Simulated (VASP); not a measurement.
Wanted: the native input for a VASP 6.6.1 run.

```yaml
Task: relaxation of the atoms
Functional: LDA
Potentials_or_basis: VASP PAW LDA potentials, release 64 (Sr_sv, Mg)
Cutoff: 520 eV
k_mesh: 4 × 4 × 1
Occupations: gaussian, width 0.15 eV
Spin: no spin polarisation
Dipole_correction: yes
Further_INCAR_settings: ALGO = Normal; EDIFF = 1e-06; IBRION = 2; EDIFFG = -0.03; NSW = 50
```

The structure of SrMg lies in POSCAR:

```
SrMg
1.0
    4.1903181100      0.0000000000      0.0000000000
    0.0000000000      4.1903181100      0.0000000000
    0.0000000000      0.0000000000     20.2854771650
Sr Mg
2 2
Direct
    0.5000000000      0.5000000000      0.4483581520
    0.5000000000      0.5000000000      0.6549255439
    0.0000000000      0.0000000000      0.3450744561
    0.0000000000      0.0000000000      0.5516418480
```

The input as run:

INCAR

```
PREC = Accurate
ENCUT = 520
EDIFF = 1E-6
ISMEAR = 0
SIGMA = 0.15
LREAL = F
LASPH = T
NELM = 60
ALGO = Normal
ISIF = 2
LWAVE = F
LCHARG = F
LDIPOL = T
IDIPOL = 3
DIPOL = 0.5 0.5 0.500
GGA = CA
IBRION = 2
NSW = 50
EDIFFG = -0.03
```

KPOINTS

```
regular mesh
0
Gamma
  4 4 1
```

Potentials or basis: VASP PAW LDA potentials, release 64 (Sr_sv, Mg).

Command:

```console
$ cat potpaw_LDA.64/Sr_sv/POTCAR potpaw_LDA.64/Mg/POTCAR > POTCAR
$ mpirun -np 1 vasp_std > vasp.out
```

It gave:

```json
{
 "Energy gained by relaxing": "12.3 meV/atom",
 "Ionic steps": "11",
 "Largest force after relaxing": "0.019 eV/Å",
 "Band gap on the k mesh": "zero (band 12 reaches -0.90 eV, above the bottom of band 13 at -0.93 eV)"
}
```

Caveat: the k points lie up to 0.37 Å⁻¹ apart.

Run time: 4.9 min on 1 thread of Intel(R) Xeon(R) Platinum 8175M CPU @ 2.50GHz (Skylake/Cascade Lake) (shared host), peak memory 0.34 GiB.
